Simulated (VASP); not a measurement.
# Cd (Im-3m) in VASP: a series of runs

Runs on Cd. Level: LDA. Tasks: relaxation of cell and atoms, single point.

Everything below comes from runs of VASP 6.6.1. Logs are shortened: lines on timing, memory, paths and dates and some standing lists are left out, and cuts for length are marked.

## (1) The cell of the first run

It takes space group Im-3m (No. 229, cubic). The conventional cell has a = 3.510 Å, b = 3.510 Å, c = 3.510 Å, α = 90.00°, β = 90.00°, γ = 90.00°. Cd (site symmetry m-3m) has 14 Cd at 3.04 to 3.51 Å within 4.0 Å.

This isn't the form of Cd at room conditions, which is hcp.

## (2) Relaxation of cell and atoms, LDA, target pressure 10 GPa, at which the enthalpy is minimised

Contents of INCAR:

```
ALGO = Normal
EDIFF = 1E-7
EDIFFG = -0.02
ENCUT = 500
GGA = CA
GGA_COMPAT = False
IBRION = 2
ISIF = 3
ISMEAR = 0
LASPH = True
LCHARG = False
LREAL = False
LWAVE = False
NELM = 120
NELMIN = 4
NSW = 60
PREC = Accurate
PSTRESS = 100.0
SIGMA = 0.05
```

Contents of KPOINTS:

```
k-points
0
Gamma
  19 19 19
```

Contents of POSCAR:

```
Cd
1.0
   -1.7550000000      1.7550000000      1.7550000000
    1.7550000000     -1.7550000000      1.7550000000
    1.7550000000      1.7550000000     -1.7550000000
Cd
1
Direct
    0.0000000000      0.0000000000      0.0000000000
```

Potentials or basis: VASP PAW LDA potentials, release 64 (Cd).

Command:

```console
$ cat potpaw_LDA.64/Cd/POTCAR > POTCAR
$ mpirun -np 1 vasp_std > vasp.out
```

OUTCAR:

```text
EDIFF = 1E-7
   EDIFFG = -0.02
   ENCUT = 500
   GGA = CA
   IBRION = 2
   ISIF = 3
   ISMEAR = 0
   LASPH = True
   LREAL = False
   NELM = 120
   NELMIN = 4
   NSW = 60
   PREC = Accurate
   PSTRESS = 100.0

 ion  position               nearest neighbor table
   1  0.000  0.000  0.000-

  LATTYP: Found a body centered cubic cell.
 ALAT       =     3.5100000000

  Lattice vectors:

 A1 = (  -1.7550000000,   1.7550000000,   1.7550000000)
 A2 = (   1.7550000000,  -1.7550000000,   1.7550000000)
 A3 = (   1.7550000000,   1.7550000000,  -1.7550000000)

Analysis of symmetry for initial positions (statically):
=====================================================================
 Subroutine PRICEL returns:
 Original cell was already a primitive cell.

 Routine SETGRP: Setting up the symmetry group for a
 body centered cubic supercell.

 Subroutine GETGRP returns: Found 48 space group operations
 (whereof 48 operations were pure point group operations)
 out of a pool of 48 trial point group operations.

The static configuration has the point symmetry O_h .

Analysis of symmetry for dynamics (positions and initial velocities):
=====================================================================
 Subroutine PRICEL returns:
 Original cell was already a primitive cell.

 Routine SETGRP: Setting up the symmetry group for a
 body centered cubic supercell.

 Subroutine GETGRP returns: Found 48 space group operations
 (whereof 48 operations were pure point group operations)
 out of a pool of 48 trial point group operations.

The dynamic configuration has the point symmetry O_h .

 Subroutine INISYM returns: Found 48 space group operations
 (whereof 48 operations are pure point group operations),
 and found     1 'primitive' translations

----------------------------------------------------------------------------------------

                                     Primitive cell

  volume of cell :      21.6218

  direct lattice vectors                    reciprocal lattice vectors
    -1.755000000  1.755000000  1.755000000     0.000000000  0.284900285  0.284900285
     1.755000000 -1.755000000  1.755000000     0.284900285  0.000000000  0.284900285
     1.755000000  1.755000000 -1.755000000     0.284900285  0.284900285  0.000000000

  length of vectors
     3.039749167  3.039749167  3.039749167     0.402909847  0.402909847  0.402909847

  position of ions in fractional coordinates (direct lattice)
     0.000000000  0.000000000  0.000000000

  ion indices of the primitive-cell ions
   primitive index   ion index
                 1           1

----------------------------------------------------------------------------------------

 KPOINTS: k-points

Automatic generation of k-mesh.
 Grid dimensions read from file:
 generate k-points for:   19   19   19

 Generating k-lattice:

  Cartesian coordinates                     Fractional coordinates (reciprocal lattice)
     0.000000000  0.014994752  0.014994752     0.052631579  0.000000000  0.000000000
     0.014994752  0.000000000  0.014994752     0.000000000  0.052631579  0.000000000
     0.014994752  0.014994752  0.000000000     0.000000000  0.000000000  0.052631579

  Length of vectors
     0.021205781  0.021205781  0.021205781

  Shift w.r.t. Gamma in fractional coordinates (k-lattice)
     0.000000000  0.000000000  0.000000000

 Subroutine IBZKPT returns following result:
 ===========================================

 Found    220 irreducible k-points:

 Following reciprocal coordinates:
            Coordinates               Weight
  0.000000  0.000000  0.000000      1.000000
  0.052632  0.000000  0.000000     12.000000
  0.105263  0.000000  0.000000     12.000000
  0.157895  0.000000  0.000000     12.000000
  0.210526  0.000000  0.000000     12.000000
  0.263158  0.000000  0.000000     12.000000
[... 16 lines left out ...]
  0.263158  0.105263  0.000000     48.000000
  0.315789  0.105263  0.000000     48.000000
 [... further k-points ...]
   k-points           NKPTS =    220   k-points in BZ     NKDIM =    220   number of bands    NBANDS=     10
   number of dos      NEDOS =    301   number of ions     NIONS =      1
   total plane-waves  NPLWV =  13824
   dimension x,y,z NGX =    24 NGY =   24 NGZ =   24
   dimension x,y,z NGXF=    48 NGYF=   48 NGZF=   48
   ions per type =               1
   NGX,Y,Z   is equivalent  to a cutoff of  13.13, 13.13, 13.13 a.u.
   NGXF,Y,Z  is equivalent  to a cutoff of  26.25, 26.25, 26.25 a.u.
 SYSTEM =  unknown system
   PREC   = accura    normal or accurate (medium, high low for compatibility)
   ISTART =      0    job   : 0-new  1-cont  2-samecut
   ICHARG =      2    charge: 1-file 2-atom 10-const
   ISPIN  =      1    spin polarized calculation?
   LNONCOLLINEAR =      F non collinear calculations
   LSORBIT =      F    spin-orbit coupling
   LASPH  =      T    aspherical Exc in radial PAW
   ENCUT  =  500.0 eV  36.75 Ry    6.06 a.u.   5.54  5.54  5.54*2*pi/ulx,y,z
   NELM   =    120;   NELMIN=  4; NELMDL= -5     # of ELM steps
   EDIFF  = 0.1E-06   stopping-criterion for ELM
   LREAL  =      F    real-space projection
   EDIFFG = -.2E-01   stopping-criterion for IOM
   NSW    =     60    number of steps for IOM
   IBRION =      2    ionic relax: 0-MD 1-quasi-New 2-CG
   NFREE  =      1    steps in history (QN), initial steepest desc. (CG)
   ISIF   =      3    stress and relaxation
   ISYM   =      2    0-nonsym 1-usesym 2-fastsym
   POTIM  = 0.5000    time-step for ionic-motion
   TEBEG  =    0.0;   TEEND  =   0.0 temperature during run
   PSTRESS=  100.0 pullay stress
   NELECT =      12.0000    total number of electrons
   NUPDOWN=      -1.0000    fix difference up-down
   EMIN   =  10.00;   EMAX   =-10.00  energy-range for DOS
   EFERMI =   0.00;   METHOD = LEGACY
   ISMEAR =     0;   SIGMA  =   0.05  broadening in eV -4-tet -1-fermi 0-gaus
   EFERMI_NEDOS =   21; number of points for ismear=-14 and -15
   IALGO  =     38    algorithm
   IMIX   =      4    mixing-type and parameters
     AMIX     =   0.40;   BMIX     =  1.00
     AMIX_MAG =   1.60;   BMIX_MAG =  1.00
  volume/ion in A,a.u.               =      21.62       145.91
  Fermi-wavevector in a.u.,A,eV,Ry     =   1.345359  2.542360 24.626414  1.809990
  Thomas-Fermi vector in A             =   2.473278
   LORBIT       =      0    0 simple, 1 ext, 2 COOP (PROOUT), +10 PAW based schemes
   GGA     = CA    functional components
   LHFCALC =     F    Hartree Fock is set to
   AEXX    =    0.0000 exact exchange contribution
   IVDW    =     0    specifies the selected vdW correction
   LEPSILON=     F    determine dielectric tensor
   LRPA    =     F    only Hartree local field effects (RPA)
 conjugate gradient relaxation of ions
 non-spin polarized calculation
 Gauss-broadening in eV      SIGMA  =   0.05
  energy-cutoff  :      500.00
  volume of cell :       21.62
 maximum number of plane-waves:       567
   NGX = 11   NGY = 11   NGZ = 11

--------------------------------------- Ionic step        1  -------------------------------------------

 number of electron      11.9999994 magnetization

 Free energy of the ion-electron system (eV)
  ---------------------------------------------------
  ext. energy  EPLUGINS =         0.00000000
  ---------------------------------------------------
  free energy    TOTEN  =        -1.42684866 eV

  energy without entropy =       -1.42660271  energy(sigma->0) =       -1.42672569

------------------------ aborting loop because EDIFF is reached ----------------------------------------

  FORCE on cell =-STRESS in cart. coord.  units (eV):
  Direction    XX          YY          ZZ          XY          YZ          ZX
  --------------------------------------------------------------------------------------
  -------------------------------------------------------------------------------------
  Total       -0.4081815     -0.4081815     -0.4081815      0.0000000      0.0000000      0.0000000
  in kB      -30.2463222    -30.2463222    -30.2463222      0.0000000      0.0000000      0.0000000
  external PRESSURE =    -130.2463222 kB  Pullay stress =     100.0000000 kB
[... 96 lines left out ...]
  enthalpy is  TOTEN    =        -0.2365680666 eV   P V=        1.1434326663

--------------------------------------- Ionic step        4  -------------------------------------------

 number of electron      11.9999996 magnetization

 Free energy of the ion-electron system (eV)
  ---------------------------------------------------
  ext. energy  EPLUGINS =         0.00000000
  ---------------------------------------------------
  free energy    TOTEN  =        -1.37613247 eV

  energy without entropy =       -1.37566797  energy(sigma->0) =       -1.37590022

 E-fermi :   4.3600     XC(G=0): -12.3037

 val. band max:        4.3546605595   @ k =  -0.4211  -0.4211   0.1053
 cond. band min:       4.3626733714   @ k =  -0.4737   0.4737   0.1579
 fundamental gap:      0.0080128119
 Fermi energy:         4.3599992061

 k-point     1 :       0.0000    0.0000    0.0000
  band No.  band energies     occupation
      1      -6.2122      2.00000
      2      -5.7215      2.00000
      3      -5.7215      2.00000
      4      -5.7215      2.00000
      5      -4.7775      2.00000
      6      -4.7775      2.00000
      7      20.5275      0.00000
      8      20.5275      0.00000
      9      20.5275      0.00000
     10      23.1535      0.00000
[... 287 lines left out ...]
 k-point    24 :       0.3158    0.1053    0.0000
  band No.  band energies     occupation
      1      -6.2325      2.00000
      2      -6.0770      2.00000
      3      -4.9055      2.00000
      4      -4.8164      2.00000
      5      -4.5372      2.00000
      6      -1.1292      2.00000
      7       7.4780      0.00000
      8      13.1703      0.00000
      9      15.4393      0.00000
     10      20.3432      0.00000

 [... further k-points ...]
[... 5 lines left out ...]
  --------------------------------------------------------------------------------------
  -------------------------------------------------------------------------------------
  Total        1.1568137      1.1568137      1.1568137      0.0000000      0.0000000      0.0000000
  in kB      101.5157859    101.5157859    101.5157859      0.0000000      0.0000000      0.0000000
  external PRESSURE =       1.5157859 kB  Pullay stress =     100.0000000 kB
[... 16 lines left out ...]
  FREE ENERGIE OF THE ION-ELECTRON SYSTEM (eV)
  ---------------------------------------------------
  free  energy   TOTEN  =        -1.3761324651 eV

  energy  without entropy=       -1.3756679730  energy(sigma->0) =       -1.37590022

  enthalpy is  TOTEN    =        -0.2365917364 eV   P V=        1.1395407287

 reached required accuracy - stopping structural energy minimisation
```

Wall time 33 s (1 thread of Intel Xeon 6975P-C (Granite Rapids), shared host); peak memory 0.17 GiB.

What came out:

```
Free energy                                                : -1.3761 eV
Relaxed volume                                             : 18.26 Å³/atom
Relaxed cell                                               : a = 2.873 Å, b = 2.873 Å, c = 2.873 Å, α = 109.47°, β = 109.47°, γ = 109.47°
Space group after relaxing (to 0.1 Å)                      : Im-3m (No. 229)
Energy change on relaxing (the run minimises the enthalpy) : +50.7 meV/atom
Ionic steps                                                : 4
Pressure after relaxing                                    : 10.2 GPa
Band gap on the k mesh                                     : zero (bands 6 and 7 overlap by 3.70 eV)
```

Step by step:
```csv
step,energy change (eV),largest force (eV/Å),pressure (GPa),volume (Å³)
1,0.0000,0.0000,-3.02,21.62
2,0.2263,0.0000,24.62,16.57
3,0.0468,0.0000,9.74,18.32
4,0.0507,0.0000,10.15,18.26
```

Final structure:
```
CELL_PARAMETERS angstrom
-1.65880 1.65880 1.65880
1.65880 -1.65880 1.65880
1.65880 1.65880 -1.65880
ATOMIC_POSITIONS crystal
Cd 0.00000 0.00000 0.00000
```

Caveat: the cell is relaxed towards a set pressure, so the run minimises the enthalpy, not the energy; the volume moved by over 15 % at a fixed basis, so the end points are rough.

## (3) Relaxation of cell and atoms, LDA, target pressure 20 GPa, at which the enthalpy is minimised

Contents of INCAR:

```
SYSTEM = Cd
PREC = Accurate
ENCUT = 500
EDIFF = 1E-7
ISMEAR = 0
SIGMA = 0.05
LREAL = .FALSE.
LASPH = .TRUE.
NELM = 120
ALGO = Normal
ISIF = 3
LWAVE = .FALSE.
LCHARG = .FALSE.
GGA = CA
IBRION = 2
NSW = 60
EDIFFG = -0.02
PSTRESS = 200.0
GGA_COMPAT = .FALSE.
NELMIN = 4
```

Contents of KPOINTS:

```
regular mesh
0
G
  19 19 19
  0 0 0
```

POSCAR is that of step 2.

Potentials or basis: VASP PAW LDA potentials, release 64 (Cd).

Command:

```console
$ cat potpaw_LDA.64/Cd/POTCAR > POTCAR
$ mpirun -np 1 vasp_std > vasp.out
```

OUTCAR:

```text
SYSTEM = Cd
   PREC = Accurate
   ENCUT = 500
   EDIFF = 1E-7
   ISMEAR = 0
   LREAL = .FALSE.
   LASPH = .TRUE.
   NELM = 120
   ISIF = 3
   GGA = CA
   IBRION = 2
   NSW = 60
   EDIFFG = -0.02
   PSTRESS = 200.0
   NELMIN = 4

 ion  position               nearest neighbor table
   1  0.000  0.000  0.000-

  LATTYP: Found a body centered cubic cell.
 ALAT       =     3.5100000000

  Lattice vectors:

 A1 = (  -1.7550000000,   1.7550000000,   1.7550000000)
 A2 = (   1.7550000000,  -1.7550000000,   1.7550000000)
 A3 = (   1.7550000000,   1.7550000000,  -1.7550000000)

Analysis of symmetry for initial positions (statically):
=====================================================================
 Subroutine PRICEL returns:
 Original cell was already a primitive cell.

[... 210 lines left out ...]
 cond. band min:       8.6159413197   @ k =   0.4211   0.1053   0.0000
 fundamental gap:      0.0129070900
 Fermi energy:         8.6156391661

 k-point     1 :       0.0000    0.0000    0.0000
  band No.  band energies     occupation
      1      -5.9625      2.00000
      2      -3.9451      2.00000
      3      -3.9451      2.00000
      4      -3.9451      2.00000
      5      -2.2577      2.00000
      6      -2.2577      2.00000
      7      25.2096      0.00000
      8      25.2096      0.00000
      9      25.2096      0.00000
     10      32.7082      0.00000
[... 409 lines left out ...]
--------------------------------------- Ionic step        5  -------------------------------------------

 number of electron      12.0000002 magnetization

 Free energy of the ion-electron system (eV)
  ---------------------------------------------------
  ext. energy  EPLUGINS =         0.00000000
  ---------------------------------------------------
  free energy    TOTEN  =        -1.26046537 eV

  energy without entropy =       -1.25994441  energy(sigma->0) =       -1.26020489

 E-fermi :   5.1551     XC(G=0): -12.7103

 val. band max:        5.1459671641   @ k =  -0.3684  -0.4211   0.1579
 cond. band min:       5.1567461214   @ k =   0.3684   0.1053   0.1053
 fundamental gap:      0.0107789573
 Fermi energy:         5.1550668737

 k-point     1 :       0.0000    0.0000    0.0000
  band No.  band energies     occupation
      1      -6.1856      2.00000
      2      -5.3557      2.00000
      3      -5.3557      2.00000
      4      -5.3557      2.00000
      5      -4.2760      2.00000
      6      -4.2760      2.00000
      7      21.5005      0.00000
      8      21.5005      0.00000
      9      21.5005      0.00000
     10      25.0620      0.00000
[... 331 lines left out ...]
  energy  without entropy=       -1.2599444126  energy(sigma->0) =       -1.26020489

  enthalpy is  TOTEN    =         0.8622869672 eV   P V=        2.1227523399

 reached required accuracy - stopping structural energy minimisation
```

CONTCAR:

```text
Cd
   1.00000000000000
    -1.6199687662651487    1.6199687662651487    1.6199687662651487
     1.6199687662651487   -1.6199687662651487    1.6199687662651487
     1.6199687662651487    1.6199687662651487   -1.6199687662651487
  Cd
     1
Direct
     0.0000000000000000    0.0000000000000000    0.0000000000000000

  0.00000000E+00  0.00000000E+00  0.00000000E+00
```

It took 47 s on 1 thread of Intel Xeon 6975P-C (Granite Rapids), shared host; peak memory 0.17 GiB.

What came out:

- Free energy: -1.2605 eV
- Relaxed volume: 17.01 Å³/atom
- Relaxed cell: a = 2.806 Å, b = 2.806 Å, c = 2.806 Å, α = 109.47°, β = 109.47°, γ = 109.47°
- Space group after relaxing (to 0.1 Å): Im-3m (No. 229)
- Energy change on relaxing (the run minimises the enthalpy): +166.4 meV/atom
- Ionic steps: 5
- Pressure after relaxing: 20.1 GPa
- Band gap on the k mesh: zero (bands 6 and 7 overlap by 3.62 eV)

The path:
```
step  energy change (eV)  largest force (eV/Å)  pressure (GPa)  volume (Å³)
   1              0.0000                0.0000           -3.02        21.62
   2              1.3116                0.0000           94.56        13.28
   3              0.1388                0.0000           17.94        17.24
   4              0.1561                0.0000           19.31        17.09
   5              0.1664                0.0000           20.12        17.01
```

Final structure:
```
Cd
1.0
    -1.61997    1.61997    1.61997
     1.61997   -1.61997    1.61997
     1.61997    1.61997   -1.61997
Cd
1
Direct
  0.00000 0.00000 0.00000
```

Caveat: the cell is relaxed towards a set pressure, so the run minimises the enthalpy, not the energy; the volume moved by over 15 % at a fixed basis, so the end points are rough.

(Part 1 of 2 ends here.)
